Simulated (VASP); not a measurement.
# C in VASP: further runs

The runs below take C through single point, with PBE.

All numbers are computed with VASP 6.6.1; they aren't measurements. Logs are shortened: lines on timing, memory, paths and dates and some standing lists are left out, and cuts for length are marked.

## 1. The cell of the first run

It takes space group Fd-3m (No. 227, cubic). Conventional cell: a = 3.567 Å, b = 3.567 Å, c = 3.567 Å, α = 90.00°, β = 90.00°, γ = 90.00°. Within 2.1 Å of C (site symmetry -43m) lie 4 C at 1.54 Å.

## 2. Single point, PBE

Contents of INCAR:

```
PREC = Accurate ; ENCUT = 520
EDIFF = 1E-7 ; ISMEAR = 0
SIGMA = 0.05 ; LREAL = False
LASPH = True ; NELM = 100
ALGO = Normal ; ISIF = 2
LWAVE = False ; LCHARG = False
GGA = PE ; NBANDS = 11
```

Contents of KPOINTS:

```
Automatic mesh
0
Gamma
  10 10 10
```

Contents of POSCAR:

```
C
1.0
    0.0000000000      1.7833700000      1.7833700000
    1.7833700000      0.0000000000      1.7833700000
    1.7833700000      1.7833700000      0.0000000000
C
2
Direct
    0.0000000000      0.0000000000      0.0000000000
    0.2500000000      0.2500000000      0.2500000000
```

Potentials or basis: VASP PAW PBE potentials, release 64 (C).

Started as:

```sh
cat potpaw_PBE.64/C/POTCAR > POTCAR
mpirun -np 1 vasp_std > vasp.out
```

OUTCAR:

```text
PREC = Accurate
   ENCUT = 520
   EDIFF = 1E-7
   ISMEAR = 0
   LREAL = False
   LASPH = True
   NELM = 100
   ISIF = 2
   GGA = PE

 ion  position               nearest neighbor table
   1  0.000  0.000  0.000-   2 1.54   2 1.54   2 1.54   2 1.54
   2  0.250  0.250  0.250-   1 1.54   1 1.54   1 1.54   1 1.54

  LATTYP: Found a face centered cubic cell.
 ALAT       =     3.5667400000

  Lattice vectors:

 A1 = (   0.0000000000,   1.7833700000,   1.7833700000)
 A2 = (   1.7833700000,   0.0000000000,   1.7833700000)
 A3 = (   1.7833700000,   1.7833700000,   0.0000000000)

Analysis of symmetry for initial positions (statically):
=====================================================================
 Subroutine PRICEL returns:
 Original cell was already a primitive cell.

 Routine SETGRP: Setting up the symmetry group for a
 face centered cubic supercell.

 Subroutine GETGRP returns: Found 48 space group operations
 (whereof 24 operations were pure point group operations)
 out of a pool of 48 trial point group operations.

The static configuration has the point symmetry T_d .
 The point group associated with its full space group is O_h .

Analysis of symmetry for dynamics (positions and initial velocities):
=====================================================================
 Subroutine PRICEL returns:
 Original cell was already a primitive cell.

 Routine SETGRP: Setting up the symmetry group for a
 face centered cubic supercell.

 Subroutine GETGRP returns: Found 48 space group operations
 (whereof 24 operations were pure point group operations)
 out of a pool of 48 trial point group operations.

The dynamic configuration has the point symmetry T_d .
 The point group associated with its full space group is O_h .

 Subroutine INISYM returns: Found 48 space group operations
 (whereof 24 operations are pure point group operations),
 and found     1 'primitive' translations

----------------------------------------------------------------------------------------

                                     Primitive cell

  volume of cell :      11.3437

  direct lattice vectors                    reciprocal lattice vectors
     0.000000000  1.783370000  1.783370000    -0.280368067  0.280368067  0.280368067
     1.783370000  0.000000000  1.783370000     0.280368067 -0.280368067  0.280368067
     1.783370000  1.783370000  0.000000000     0.280368067  0.280368067 -0.280368067

  length of vectors
     2.522066041  2.522066041  2.522066041     0.485611737  0.485611737  0.485611737

  position of ions in fractional coordinates (direct lattice)
     0.000000000  0.000000000  0.000000000
     0.250000000  0.250000000  0.250000000

  ion indices of the primitive-cell ions
   primitive index   ion index
                 1           1
                 2           2

----------------------------------------------------------------------------------------

 KPOINTS: Automatic mesh

Automatic generation of k-mesh.
 Grid dimensions read from file:
 generate k-points for:   10   10   10

 Generating k-lattice:

  Cartesian coordinates                     Fractional coordinates (reciprocal lattice)
    -0.028036807  0.028036807  0.028036807     0.100000000  0.000000000  0.000000000
     0.028036807 -0.028036807  0.028036807     0.000000000  0.100000000  0.000000000
     0.028036807  0.028036807 -0.028036807     0.000000000  0.000000000  0.100000000

  Length of vectors
     0.048561174  0.048561174  0.048561174

  Shift w.r.t. Gamma in fractional coordinates (k-lattice)
     0.000000000  0.000000000  0.000000000

 Subroutine IBZKPT returns following result:
 ===========================================

 Found     47 irreducible k-points:

 Following reciprocal coordinates:
            Coordinates               Weight
  0.000000  0.000000  0.000000      1.000000
  0.100000  0.000000  0.000000      8.000000
  0.200000  0.000000  0.000000      8.000000
  0.300000  0.000000  0.000000      8.000000
  0.400000  0.000000  0.000000      8.000000
  0.500000  0.000000  0.000000      4.000000
[... 16 lines left out ...]
  0.300000  0.300000  0.000000      6.000000
  0.400000  0.300000  0.000000     24.000000
 [... further k-points ...]
   k-points           NKPTS =     47   k-points in BZ     NKDIM =     47   number of bands    NBANDS=     11
   number of dos      NEDOS =    301   number of ions     NIONS =      2
   total plane-waves  NPLWV =   8000
   dimension x,y,z NGX =    20 NGY =   20 NGZ =   20
   dimension x,y,z NGXF=    40 NGYF=   40 NGZF=   40
   ions per type =               2
   NGX,Y,Z   is equivalent  to a cutoff of  13.18, 13.18, 13.18 a.u.
   NGXF,Y,Z  is equivalent  to a cutoff of  26.37, 26.37, 26.37 a.u.
 SYSTEM =  unknown system
   PREC   = accura    normal or accurate (medium, high low for compatibility)
   ISTART =      0    job   : 0-new  1-cont  2-samecut
   ICHARG =      2    charge: 1-file 2-atom 10-const
   ISPIN  =      1    spin polarized calculation?
   LNONCOLLINEAR =      F non collinear calculations
   LSORBIT =      F    spin-orbit coupling
   LASPH  =      T    aspherical Exc in radial PAW
   ENCUT  =  520.0 eV  38.22 Ry    6.18 a.u.   4.69  4.69  4.69*2*pi/ulx,y,z
   NELM   =    100;   NELMIN=  2; NELMDL= -5     # of ELM steps
   EDIFF  = 0.1E-06   stopping-criterion for ELM
   LREAL  =      F    real-space projection
   EDIFFG = 0.1E-05   stopping-criterion for IOM
   NSW    =      0    number of steps for IOM
   IBRION =     -1    ionic relax: 0-MD 1-quasi-New 2-CG
   NFREE  =      0    steps in history (QN), initial steepest desc. (CG)
   ISIF   =      2    stress and relaxation
   ISYM   =      2    0-nonsym 1-usesym 2-fastsym
   POTIM  = 0.5000    time-step for ionic-motion
   TEBEG  =    0.0;   TEEND  =   0.0 temperature during run
   PSTRESS=    0.0 pullay stress
   NELECT =       8.0000    total number of electrons
   NUPDOWN=      -1.0000    fix difference up-down
   EMIN   =  10.00;   EMAX   =-10.00  energy-range for DOS
   EFERMI =   0.00;   METHOD = LEGACY
   ISMEAR =     0;   SIGMA  =   0.05  broadening in eV -4-tet -1-fermi 0-gaus
   EFERMI_NEDOS =   21; number of points for ismear=-14 and -15
   IALGO  =     38    algorithm
   IMIX   =      4    mixing-type and parameters
     AMIX     =   0.40;   BMIX     =  1.00
     AMIX_MAG =   1.60;   BMIX_MAG =  1.00
  volume/ion in A,a.u.               =       5.67        38.28
  Fermi-wavevector in a.u.,A,eV,Ry     =   1.457203  2.753714 28.891161  2.123440
  Thomas-Fermi vector in A             =   2.574032
   LORBIT       =      0    0 simple, 1 ext, 2 COOP (PROOUT), +10 PAW based schemes
   GGA     = PE    functional components
   LHFCALC =     F    Hartree Fock is set to
   AEXX    =    0.0000 exact exchange contribution
   IVDW    =     0    specifies the selected vdW correction
   LEPSILON=     F    determine dielectric tensor
   LRPA    =     F    only Hartree local field effects (RPA)
 non-spin polarized calculation
 Gauss-broadening in eV      SIGMA  =   0.05
  energy-cutoff  :      520.00
  volume of cell :       11.34
 maximum number of plane-waves:       322
   NGX =  9   NGY =  9   NGZ =  9

 number of electron       7.9999999 magnetization

 Free energy of the ion-electron system (eV)
  ---------------------------------------------------
  ext. energy  EPLUGINS =         0.00000000
  ---------------------------------------------------
  free energy    TOTEN  =       -18.18516315 eV

  energy without entropy =      -18.18516315  energy(sigma->0) =      -18.18516315

 E-fermi :   9.9443     XC(G=0): -13.2509

 val. band max:        9.7301588144   @ k =   0.0000   0.0000   0.0000
 cond. band min:      13.8992795399   @ k =   0.4000   0.4000   0.0000
 fundamental gap:      4.1691207255
 Fermi energy:         9.9443038571

 k-point     1 :       0.0000    0.0000    0.0000
  band No.  band energies     occupation
      1     -11.7472      2.00000
      2       9.7302      2.00000
      3       9.7302      2.00000
      4       9.7302      2.00000
      5      15.3200      0.00000
      6      15.3200      0.00000
      7      15.3200      0.00000
      8      23.0621      0.00000
      9      29.0239      0.00000
     10      36.2645      0.00000
     11      36.2645      0.00000

 k-point     2 :       0.1000    0.0000    0.0000
  band No.  band energies     occupation
      1     -11.4703      2.00000
      2       8.0545      2.00000
      3       9.2836      2.00000
      4       9.2836      2.00000
      5      15.9067      0.00000
      6      15.9067      0.00000
      7      16.2640      0.00000
      8      23.2994      0.00000
      9      29.4696      0.00000
     10      33.7380      0.00000
     11      33.7380      0.00000

 k-point     3 :       0.2000    0.0000    0.0000
  band No.  band energies     occupation
      1     -10.6449      2.00000
      2       4.8495      2.00000
      3       8.4075      2.00000
      4       8.4075      2.00000
      5      17.0374      0.00000
      6      17.0374      0.00000
      7      17.4711      0.00000
      8      23.9567      0.00000
      9      30.2350      0.00000
     10      32.2236      0.00000
     11      32.2236      0.00000

 k-point     4 :       0.3000    0.0000    0.0000
  band No.  band energies     occupation
      1      -9.2908      2.00000
      2       1.4512      2.00000
      3       7.6168      2.00000
      4       7.6168      2.00000
      5      17.8602      0.00000
      6      17.8602      0.00000
      7      18.1615      0.00000
      8      24.7597      0.00000
      9      30.5710      0.00000
     10      32.4886      0.00000
     11      32.4886      0.00000
[... 239 lines left out ...]
 k-point    22 :      -0.2000    0.2000    0.0000
  band No.  band energies     occupation
      1      -8.8430      2.00000
      2       2.7525      2.00000
      3       3.7271      2.00000
      4       7.7449      2.00000
      5      18.2180      0.00000
      6      18.3104      0.00000
      7      20.2213      0.00000
      8      23.3907      0.00000
      9      29.7743      0.00000
     10      30.7141      0.00000
     11      33.6882      0.00000

 k-point    23 :       0.3000    0.3000    0.0000
  band No.  band energies     occupation
      1      -8.4751      2.00000
      2       3.6495      2.00000
      3       4.8444      2.00000
      4       4.8444      2.00000
      5      13.9643      0.00000
      6      18.4094      0.00000
      7      22.8252      0.00000
      8      22.8252      0.00000
      9      30.5448      0.00000
     10      32.5951      0.00000
     11      40.4751      0.00000

 k-point    24 :       0.4000    0.3000    0.0000
  band No.  band energies     occupation
      1      -7.1565      2.00000
      2       1.6751      2.00000
      3       3.7481      2.00000
      4       4.3734      2.00000
      5      14.5217      0.00000
      6      17.7484      0.00000
      7      23.8120      0.00000
      8      23.8683      0.00000
      9      31.4634      0.00000
     10      32.6296      0.00000
     11      40.4933      0.00000

 [... further k-points ...]
[... 5 lines left out ...]
  --------------------------------------------------------------------------------------
  -------------------------------------------------------------------------------------
  Total        0.1741867      0.1741867      0.1741867      0.0000000      0.0000000      0.0000000
  in kB       24.6020499     24.6020499     24.6020499      0.0000000      0.0000000      0.0000000
  external PRESSURE =      24.6020499 kB  Pullay stress =       0.0000000 kB

 VOLUME and BASIS-vectors are now :
 -----------------------------------------------------------------------------
  energy-cutoff  :      520.00
  volume of cell :       11.34
      direct lattice vectors                 reciprocal lattice vectors
     0.000000000  1.783370000  1.783370000    -0.280368067  0.280368067  0.280368067
     1.783370000  0.000000000  1.783370000     0.280368067 -0.280368067  0.280368067
     1.783370000  1.783370000  0.000000000     0.280368067  0.280368067 -0.280368067

 POSITION                                       TOTAL-FORCE (eV/Angst)
 -----------------------------------------------------------------------------------
      0.00000      0.00000      0.00000        -0.000000     -0.000000     -0.000000
      0.89168      0.89168      0.89168         0.000000      0.000000      0.000000
 -----------------------------------------------------------------------------------
    total drift:                                0.000000      0.000000      0.000000

  FREE ENERGIE OF THE ION-ELECTRON SYSTEM (eV)
  ---------------------------------------------------
  free  energy   TOTEN  =       -18.1851631495 eV

  energy  without entropy=      -18.1851631495  energy(sigma->0) =      -18.18516315
```

Wall time 8.6 s (1 thread of AMD EPYC 7R43 (Zen 3), shared host); peak memory 0.08 GiB.

Results:

* Free energy: -18.1852 eV
* Pressure: 2.5 GPa
* Band gap on the k mesh: 4.17 eV, indirect (least direct gap 5.59 eV)

Levels at points of the mesh, in eV from the valence-band top:
```tsv
k point	band 2	band 3	band 4	band 5	band 6	band 7
(0.00, 0.00, 0.00)	0.00	0.00	0.00	5.59	5.59	5.59
(0.50, 0.00, 0.00)	-13.37	-2.80	-2.80	8.46	8.46	8.85
(0.50, 0.50, 0.00)	-12.76	-6.30	-6.30	4.76	4.76	16.81
```

A k mesh can miss the band edges.

## 3. Single point, PBE

This run uses another cell than the first one, of the same volume but with other edges.

Contents of INCAR:

```
SYSTEM = C
PREC = Accurate
ENCUT = 520
EDIFF = 1E-7
ISMEAR = 0
SIGMA = 0.05
LREAL = .False.
LASPH = .True.
NELM = 100
ALGO = Normal
ISIF = 2
LWAVE = .False.
LCHARG = .True.
GGA = PE
LELF = .True.
LVHAR = .True.
NBANDS = 11
```

Contents of KPOINTS:

```
Automatic mesh
0
Gamma
  10 10 10
  0 0 0
```

Contents of POSCAR:

```
C
1.0
   -0.0891685000      1.7387857500      1.7387857500
    1.7387857500     -0.0891685000      1.7387857500
    1.7387857500      1.7387857500     -0.0891685000
C
2
Direct
    0.0000000000      0.0000000000      0.0000000000
    0.2500000000      0.2500000000      0.2500000000
```

Potentials or basis: VASP PAW PBE potentials, release 64 (C).

Started as:

```sh
cat potpaw_PBE.64/C/POTCAR > POTCAR
mpirun -np 1 vasp_std > vasp.out
```

Wall time 12 s (1 thread of AMD EPYC 7R43 (Zen 3), shared host); peak memory 0.08 GiB.

Results (log left out):

```yaml
Free_energy: -18.0238 eV
Pressure: 6.7 GPa
Largest_force: 0.657 eV/Å
Band_gap_on_the_k_mesh: 3.74 eV, indirect (least direct gap 4.79 eV)
```

Forces in eV/Å, atoms in the order of the input:
```
C   -0.379 -0.379 -0.379
C    0.379  0.379  0.379
```

Stress tensor (GPa, compression positive):
```
 6.74 30.49 30.49
30.49  6.74 30.49
30.49 30.49  6.74
```

Levels at points of the mesh, in eV from the valence-band top:
```
           k point  band 1  band 2  band 3  band 4  band 5  band 6  band 7  band 8
(0.00, 0.00, 0.00)  -21.57   -0.19    0.00    0.00    4.79    4.79    6.62   13.99
(0.50, 0.00, 0.00)  -16.14  -13.42   -2.76   -2.44    7.75    8.34   10.56   15.72
(0.50, 0.50, 0.00)  -13.17  -12.52   -6.87   -5.75    3.74    5.78   16.31   16.76
(0.50, 0.50, 0.50)  -14.64  -13.53   -3.53   -3.53    7.14    7.97    7.97   15.32
```

A k mesh can miss the band edges.

## 4. Single point, PBE

INCAR, as its differences from that of step 3:

```diff
@@ -12,6 +12,4 @@
 LWAVE = .False.
-LCHARG = .True.
+LCHARG = .False.
 GGA = PE
-LELF = .True.
-LVHAR = .True.
 NBANDS = 11
```

KPOINTS is that of step 3.

Contents of POSCAR:

```
C
1.0
   -0.0594456667      1.7536471667      1.7536471667
    1.7536471667     -0.0594456667      1.7536471667
    1.7536471667      1.7536471667     -0.0594456667
C
2
Direct
    0.0000000000      0.0000000000      0.0000000000
    0.2500000000      0.2500000000      0.2500000000
```

Started as:

```sh
cat potpaw_PBE.64/C/POTCAR > POTCAR
mpirun -np 1 vasp_std > vasp.out
```

Run time: 12 s. Hardware: 1 thread of AMD EPYC 7R43 (Zen 3), shared host; peak memory 0.08 GiB.

The run converged. Its results:

```
Free energy            : -18.1150 eV
Pressure               : 4.3 GPa
Largest force          : 0.347 eV/Å
Band gap on the k mesh : 3.99 eV, indirect (least direct gap 5.07 eV)
```

Forces on the atoms (eV/Å):
```
C   -0.200 -0.200 -0.200
C    0.200  0.200  0.200
```

Stress tensor (GPa, compression positive):
```
 4.32 19.84 19.84
19.84  4.32 19.84
19.84 19.84  4.32
```

Levels at points of the mesh, in eV from the valence-band top:
| k point | band 1 | band 2 | band 3 | band 4 | band 5 | band 6 | band 7 | band 8 |
| --- | --- | --- | --- | --- | --- | --- | --- | --- |
| (0.00, 0.00, 0.00) | -21.52 | -0.08 | 0.00 | 0.00 | 5.07 | 5.07 | 6.40 | 13.61 |
| (0.50, 0.00, 0.00) | -15.98 | -13.39 | -2.75 | -2.56 | 8.00 | 8.45 | 9.91 | 15.72 |
| (0.50, 0.50, 0.00) | -13.01 | -12.59 | -6.66 | -5.94 | 4.09 | 5.43 | 16.57 | 16.80 |
| (0.50, 0.50, 0.50) | -14.99 | -13.46 | -3.27 | -3.27 | 7.71 | 8.15 | 8.15 | 15.50 |

## 5. Single point, PBE

Contents of INCAR:

```
ALGO = Normal
EDIFF = 1E-7
ENCUT = 520
GGA = PE
ISIF = 2
ISMEAR = 0
LASPH = T
LCHARG = F
LREAL = F
LWAVE = F
NBANDS = 11
NELM = 80
PREC = Accurate
SIGMA = 0.05
```

Contents of KPOINTS:

```
k-points
0
Gamma
  10 10 10
```

Contents of POSCAR:

```
C
1.0
   -0.0297228333      1.7685085833      1.7685085833
    1.7685085833     -0.0297228333      1.7685085833
    1.7685085833      1.7685085833     -0.0297228333
C
2
Direct
    0.0000000000      0.0000000000      0.0000000000
    0.2500000000      0.2500000000      0.2500000000
```

Started as:

```sh
cat potpaw_PBE.64/C/POTCAR > POTCAR
mpirun -np 1 vasp_std > vasp.out
```

Wall time 12 s (1 thread of AMD EPYC 7R43 (Zen 3), shared host); peak memory 0.09 GiB.

It converged, with:

* Free energy: -18.1680 eV
* Pressure: 2.9 GPa
* Largest force: 0.131 eV/Å
* Band gap on the k mesh: 4.12 eV, indirect (least direct gap 5.33 eV)

Forces in eV/Å, atoms in the order of the input:
```
C   -0.076 -0.076 -0.076
C    0.076  0.076  0.076
```

Stress tensor (GPa, compression positive):
```
2.91 9.70 9.70
9.70 2.91 9.70
9.70 9.70 2.91
```

Levels at points of the mesh, in eV from the valence-band top:
| k point | band 2 | band 3 | band 4 | band 5 | band 6 | band 7 |
| --- | --- | --- | --- | --- | --- | --- |
| (0.00, 0.00, 0.00) | -0.02 | 0.00 | 0.00 | 5.33 | 5.33 | 6.05 |
| (0.50, 0.00, 0.00) | -13.37 | -2.77 | -2.68 | 8.23 | 8.53 | 9.29 |
| (0.50, 0.50, 0.00) | -12.67 | -6.47 | -6.12 | 4.43 | 5.09 | 16.74 |
| (0.50, 0.50, 0.50) | -13.41 | -3.03 | -3.03 | 8.28 | 8.31 | 8.31 |

A k mesh can miss the band edges.

## 6. Overview

| cell | gap on the mesh (eV) | pressure (GPa) | largest force (eV/Å) |
| --- | --- | --- | --- |
| a = 2.522 Å, angles 60.0°, 2 atoms | 4.17 | 2.5 | - |
| a = 2.461 Å, angles 63.4°, 2 atoms | 3.74 | 6.7 | 0.66 |
| a = 2.481 Å, angles 62.2°, 2 atoms | 3.99 | 4.3 | 0.35 |
| a = 2.501 Å, angles 61.1°, 2 atoms | 4.12 | 2.9 | 0.13 |

Alike in all rows: task single point; level PBE; potentials or basis VASP PAW PBE potentials, release 64 (C); no spin polarisation; k mesh 10 × 10 × 10; cutoff (eV) 520; smearing gaussian 0.05 eV.

Total energies depend on the potentials used, so only differences within one code and one set of settings carry meaning.
